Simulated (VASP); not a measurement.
Write the native input for VASP 6.6.1 that does the following.

```yaml
Task: single point
Functional: PBE
Potentials_or_basis: VASP PAW PBE potentials, release 64 (Li_sv, Si, N)
Cutoff: 520 eV
k_mesh: 6 × 6 × 6
Occupations: gaussian, width 0.1 eV
Spin: collinear spin, ferromagnetic start
Starting_moments: "[0.0, 0.0, 0.0, 1.0, 1.0, 1.0] μB"
Dipole_correction: no
Further_INCAR_settings: ALGO = Normal; EDIFF = 1e-06; NBANDS = 26
```

The structure of Li2SiN3 lies in POSCAR:

```
Li2SiN3
1.0
    2.3601864400      1.3626542800      3.4470241600
   -2.3601864400      1.3626542800      3.4470241600
    0.0000000000     -2.7253085500      3.4470241600
Li Si N
2 1 3
Direct
    0.6276879900      0.6276879900      0.6276879900
    0.3723120100      0.3723120100      0.3723120100
    0.0000000000      0.0000000000      0.0000000000
    0.0000000000      0.5000000000      0.0000000000
    0.5000000000      0.0000000000      0.0000000000
    0.0000000000      0.0000000000      0.5000000000
```

The cell was generated, and may not be a known phase.

The input as run:

INCAR

```
PREC = Accurate ; ENCUT = 520
EDIFF = 1E-6 ; ISMEAR = 0
SIGMA = 0.1 ; LREAL = F
LASPH = T ; NELM = 150
ALGO = Normal ; ISIF = 2
LWAVE = F ; LCHARG = F
ISPIN = 2 ; MAGMOM = 0 0 0 1 1 1
LORBIT = 11 ; GGA = PE
NBANDS = 26
```

KPOINTS

```
Automatic mesh
0
Gamma
  6 6 6
```

Potentials or basis: VASP PAW PBE potentials, release 64 (Li_sv, Si, N).

Run with:

```sh
$ cat potpaw_PBE.64/Li_sv/POTCAR potpaw_PBE.64/Si/POTCAR potpaw_PBE.64/N/POTCAR > POTCAR
$ mpirun -np 1 vasp_std > vasp.out
```

It gave:

* Largest force: 0.081 eV/Å
* Net moment: 0.73 μB per cell
* Site moments: Li -0.00; Si +0.00; N +0.18 μB
* Valence electrons inside the program's atomic spheres: Li 2.05; Si 1.39; N 3.43

Caveat: a moment this small can come from the mesh or the smearing.

It took 3.4 min on 1 thread of Intel Xeon 8259CL, with other jobs on the host, peak memory 0.28 GiB.
